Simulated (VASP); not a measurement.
Crystal: Ca.

```xyz
1
Lattice="0.0000 2.7942 2.7942 2.7942 0.0000 2.7942 2.7942 2.7942 0.0000" Properties=species:S:1:pos:R:3 pbc="T T T"
Ca    0.0000    0.0000    0.0000
```

* Program: VASP 6.6.1
* Task: relaxation of cell and atoms
* Functional: PBE
* Potentials or basis: VASP PAW PBE potentials, release 64 (Ca_sv)
* Cutoff: 600 eV
* k mesh: 14 × 14 × 14
* Occupations: gaussian, width 0.1 eV
* Spin: no spin polarisation

At the start: pressure -0.5 GPa; volume 43.63 Å³/atom.

Question: How do energy, volume and symmetry change on relaxing?

Answer: Over 7 steps the energy falls by 2.3 meV/atom and the volume is 42.30 Å³/atom (-3.1 %); space group Fm-3m (No. 225, to 0.05 Å).

The path:
```
step  energy change (eV)  largest force (eV/Å)  pressure (GPa)  volume (Å³)
   1              0.0000                0.0000           -0.53        43.63
   2             -0.0020                0.0000           -0.19        42.72
   3             -0.0023                0.0000            0.03        42.20
   4             -0.0023                0.0000            0.03        42.27
   5             -0.0022                0.0000           -0.08        42.50
   6             -0.0023                0.0000           -0.04        42.33
   7             -0.0023                0.0000            0.00        42.30
```

Final structure:
```cif
data_structure
_symmetry_space_group_name_H-M 'P 1'
_symmetry_Int_Tables_number 1
_cell_length_a 3.9108
_cell_length_b 3.9108
_cell_length_c 3.9108
_cell_angle_alpha 60.000
_cell_angle_beta 60.000
_cell_angle_gamma 60.000
_cell_volume 42.30
loop_
_atom_site_label
_atom_site_type_symbol
_atom_site_fract_x
_atom_site_fract_y
_atom_site_fract_z
_atom_site_occupancy
Ca1 Ca 0.00000 0.00000 0.00000 1
```
